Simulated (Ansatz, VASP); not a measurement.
## Two plane-wave programs on MoS2

```
CELL_PARAMETERS angstrom
6.30590 0.00000 0.00000
-3.15295 5.46107 0.00000
0.00000 0.00000 23.09853
ATOMIC_POSITIONS crystal
S 0.66667 0.33333 0.34634
S 0.66667 0.83333 0.34634
S 0.16667 0.33333 0.34634
S 0.16667 0.83333 0.34634
S 0.66685 0.33352 0.48223
S 0.66625 0.83313 0.48205
S 0.16704 0.33363 0.48192
S 0.16660 0.83324 0.48213
Mo 0.33365 0.16658 0.41425
Mo 0.33351 0.66699 0.41418
Mo 0.83296 0.16648 0.41427
Mo 0.83315 0.66657 0.41418
```

Alike in both runs: task single point; functional PBE; dispersion D3(BJ); k mesh 3 × 3 × 1; occupations gaussian, width 0.05 eV; no spin polarisation.

|  | VASP | Ansatz |
| --- | --- | --- |
| version | VASP 6.6.1 | Ansatz 0.2.0 |
| potentials or method | VASP PAW PBE potentials, release 64 (S, Mo_sv), cutoff 520 eV | scalar-relativistic, plane waves, PAW |
| valence electrons in the cell | 104 | 104 |

```tsv
	VASP	Ansatz	Ansatz less VASP
gap on the k mesh at the Fermi level (eV)	1.78	1.78	-0.004
least direct gap on the mesh (eV)	1.78	1.78	-0.004
rms of the force components (eV/Å)	0.020	0.020	0.0000
```
